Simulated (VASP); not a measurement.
Set up this calculation in VASP 6.6.1, as the native input.

- Task: single point
- Functional: r2SCAN
- Potentials or basis: VASP PAW PBE potentials, release 64 (Ge_d)
- Cutoff: 520 eV
- k mesh: 12 × 12 × 6
- Occupations: gaussian, width 0.01 eV
- Spin: no spin polarisation
- Dipole correction: no
- Further INCAR settings: ALGO = Normal; EDIFF = 1e-06; NBANDS = 36

The system is Ge.

```
Ge
1.0
     3.99594    0.00000    0.00000
    -1.99797    3.46059    0.00000
     0.00000    0.00000    6.60200
Ge
4
Direct
  0.33333 0.66667 0.06296
  0.66667 0.33333 0.56296
  0.33333 0.66667 0.43704
  0.66667 0.33333 0.93704
```

This isn't the form of Ge at room conditions, which is diamond.

These files were run (other wordings do the same):

POSCAR

```
Ge
1.0
    3.9959443941      0.0000000000      0.0000000000
   -1.9979721971      3.4605893574      0.0000000000
    0.0000000000      0.0000000000      6.6020036165
Ge
4
Direct
    0.3333333333      0.6666666667      0.0629642790
    0.6666666667      0.3333333333      0.5629642790
    0.3333333333      0.6666666667      0.4370357210
    0.6666666667      0.3333333333      0.9370357210
```

INCAR.step1

```
SYSTEM = Ge
PREC = Accurate
ENCUT = 520
ISMEAR = 0
SIGMA = 0.01
LREAL = .False.
LASPH = .True.
NELM = 80
NBANDS = 36
GGA = PE
ALGO = Normal
EDIFF = 1E-4
LWAVE = .True.
LCHARG = .False.
```

INCAR.step2

```
SYSTEM = Ge
PREC = Accurate
ENCUT = 520
EDIFF = 1E-6
ISMEAR = 0
SIGMA = 0.01
LREAL = .False.
LASPH = .True.
NELM = 80
ALGO = Normal
ISIF = 2
LWAVE = .False.
LCHARG = .False.
METAGGA = R2SCAN
LMIXTAU = .True.
NBANDS = 36
ISTART = 1
```

KPOINTS

```
regular mesh
0
Gamma
  12 12 6
  0 0 0
```

Potentials or basis: VASP PAW PBE potentials, release 64 (Ge_d).

The run is started by

```console
$ cat potpaw_PBE.64/Ge_d/POTCAR > POTCAR
$ cp INCAR.step1 INCAR
$ mpirun -np 1 vasp_std > vasp.out
$ cp INCAR.step2 INCAR
$ mpirun -np 1 vasp_std > vasp.out
```

Results of the run:

| Property | Result |
| --- | --- |
| Pressure | 0.0 GPa |
| Largest force | 0.006 eV/Å |
| Band gap on the k mesh | 0.07 eV |

Caveat: the PAW data sets were made with another functional, which shifts forces and pressure a little.

Run time: 6.6 min on 1 thread of Intel(R) Xeon(R) 6975P-C (Granite Rapids) (shared host), peak memory 0.32 GiB.
